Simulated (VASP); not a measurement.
C:

```xyz
4
Lattice="2.3419 -1.5478 0.0000 2.3419 1.5478 0.0000 0.0000 0.0000 6.3141" Properties=species:S:1:pos:R:3 pbc="T T T"
C     2.3419   -1.0835    0.7387
C     2.3419   -0.4644    3.8958
C     2.3419    1.0835    5.5753
C     2.3419    0.4644    2.4183
```

```yaml
Program: VASP 6.6.1
Task: relaxation of cell and atoms
Functional: r2SCAN
Potentials_or_basis: VASP PAW PBE potentials, release 64 (C)
Cutoff: 600 eV
k_mesh: 6 × 6 × 4
Occupations: gaussian, width 0.1 eV
Spin: no spin polarisation
```

At the start: pressure -36.5 GPa; volume 11.44 Å³/atom.

**Question.** Where does the relaxation end?

**Answer.** Over 38 steps the energy falls by 4555.7 meV/atom and the volume is 8.32 Å³/atom (-27.3 %); space group Fmmm (No. 69, to 0.05 Å).

Step by step:
```tsv
step	energy change (eV)	largest force (eV/Å)	pressure (GPa)	volume (Å³)
1	0.0000	2.9858	-36.50	45.78
2	-3.4525	15.2400	48.67	30.17
3	-4.5155	3.5001	-10.40	33.98
4	-4.5599	4.2702	-6.31	33.54
5	-8.7960	18.4389	71.17	26.11
6	-8.4742	22.1479	119.33	24.45
7	-8.6649	21.8668	125.00	24.19
8	-9.0188	20.9948	145.49	23.42
9	-8.4529	17.8234	206.95	21.87
10	-8.9080	20.4804	165.33	22.88
11	-9.4051	18.8589	157.49	22.94
12	-10.6978	14.7231	135.88	23.12
13	-12.5345	8.4920	102.16	23.50
14	-14.0738	4.8855	63.86	24.26
15	-14.1223	5.3731	59.73	24.41
16	-14.3868	5.2200	55.27	24.62
17	-15.0949	4.7593	42.71	25.25
18	-16.1510	3.8396	20.74	26.52
19	-17.0116	2.1152	-12.87	29.14
20	-17.3045	1.7949	-7.43	29.09
21	-17.8409	1.1732	10.96	28.90
22	-17.3108	2.2423	57.04	28.35
23	-17.9099	1.2484	22.17	28.77
24	-18.0590	0.3346	13.67	29.72
25	-18.0800	1.2081	9.11	30.30
26	-18.1364	0.3617	0.38	31.33
27	-18.1365	0.3646	-0.05	31.39
28	-18.1624	0.3476	0.88	31.61
29	-18.2003	0.6454	3.76	32.29
30	-18.2147	0.2808	2.11	32.74
31	-18.2148	0.2265	2.21	32.71
32	-18.2202	0.1558	0.20	33.04
33	-18.2210	0.1220	-0.89	33.23
34	-18.2221	0.1102	0.07	33.23
35	-18.2221	0.0844	-0.04	33.23
36	-18.2226	0.0185	0.67	33.22
37	-18.2226	0.0178	0.78	33.22
38	-18.2229	0.0271	0.47	33.28
```

Final structure:
```
C
1.0
     3.18465   -1.22828    0.00000
     3.18465    1.22828    0.00000
     0.00000    0.00000    4.25428
C
4
Direct
  0.99976 0.00024 0.16694
  0.50024 0.49976 0.66694
  0.00024 0.99976 0.83306
  0.49976 0.50024 0.33306
```

Caveat: the volume moved by over 15 % at a fixed basis, so the end points are rough; the PAW data sets were made with another functional, which shifts forces and pressure a little.
